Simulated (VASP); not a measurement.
A run of VASP 6.6.1 is set up as follows.

The input INCAR:

```
SYSTEM = Hg2Se
ALGO = Normal ; EDIFF = 1E-6
EDIFFG = -0.01 ; ENCUT = 600
GGA = PE ; IBRION = 2
ISIF = 3 ; ISMEAR = 0
LASPH = .TRUE. ; LCHARG = .FALSE.
LREAL = .FALSE. ; LWAVE = .FALSE.
NELM = 100 ; NSW = 100
PREC = Accurate ; SIGMA = 0.1
```

Contents of KPOINTS:

```
k-points
0
G
  12 12 10
  0 0 0
```

File POSCAR:

```
Hg2Se
1.0
    4.1358897945      0.0000000000      0.0000000000
   -2.0679448972      3.5817856293      0.0000000000
    0.0000000000      0.0000000000      5.1818396971
Hg Se
2 1
Direct
    0.6666666667      0.3333333333      0.1833726577
    0.3333333333      0.6666666667      0.8166273423
    0.0000000000      0.0000000000      0.5000000000
```

Potentials or basis: VASP PAW PBE potentials, release 64 (Hg, Se).

Command:

```console
$ cat potpaw_PBE.64/Hg/POTCAR potpaw_PBE.64/Se/POTCAR > POTCAR
$ mpirun -np 1 vasp_std > vasp.out
```

Estimate the relaxed volume.

25.74 Å³/atom.

What does it give for the band gap on the k mesh?

Zero (band 15 reaches 3.27 eV, above the bottom of band 16 at 0.35 eV).

Final structure:
```
CELL_PARAMETERS angstrom
4.16486 0.00000 0.00000
-2.08243 3.60688 0.00000
0.00000 0.00000 5.13983
ATOMIC_POSITIONS crystal
Hg 0.66667 0.33333 0.18297
Hg 0.33333 0.66667 0.81703
Se 0.00000 0.00000 0.50000
```

Caveat: spin-orbit coupling is left out, which moves the levels of the heavy elements.
